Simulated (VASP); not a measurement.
Na2AlCuF6, 10 atoms in the cell. It takes space group Fm-3m (No. 225, cubic). Conventional cell: a = 7.903 Å, b = 7.903 Å, c = 7.903 Å, α = 90.00°, β = 90.00°, γ = 90.00°. Na (site symmetry -43m) has 12 F at 2.80 Å and 4 Al at 3.42 Å and 4 Cu at 3.42 Å within 3.7 Å. Within 2.4 Å of Al (site symmetry m-3m) lie 6 F at 1.80 Å. Within 2.8 Å of Cu (site symmetry m-3m) lie 6 F at 2.15 Å. F (site symmetry 4mm) has 1 Al at 1.80 Å and 1 Cu at 2.15 Å within 2.4 Å. 

| Quantity | Value |
| --- | --- |
| Program | VASP 6.6.1 |
| Task | single point |
| Functional | PBEsol |
| Potentials or basis | VASP PAW PBE potentials, release 64 (Na_pv, Al, Cu, F) |
| Cutoff | 520 eV |
| k mesh | 5 × 5 × 5 |
| Occupations | fermi-dirac, width 0.05 eV |
| Spin | no spin polarisation |
| Dipole correction | no |
| Further INCAR settings | ALGO = Normal; EDIFF = 1e-06; NBANDS = 46 |

Potentials or basis: VASP PAW PBE potentials, release 64 (Na_pv, Al, Cu, F).

Command:

```console
$ cat potpaw_PBE.64/Na_pv/POTCAR potpaw_PBE.64/Al/POTCAR potpaw_PBE.64/Cu/POTCAR potpaw_PBE.64/F/POTCAR > POTCAR
$ mpirun -np 1 vasp_std > vasp.out
```

Hardware: 1 thread of Intel(R) Xeon(R) Platinum 8488C (Sapphire Rapids), on a shared host.

Task: Estimate the wall time of this run.

Result: Wall time 63 s on 1 thread of Intel(R) Xeon(R) Platinum 8488C (Sapphire Rapids) (shared host), peak memory 0.27 GiB. Counts: scf iterations 14, k points 10.
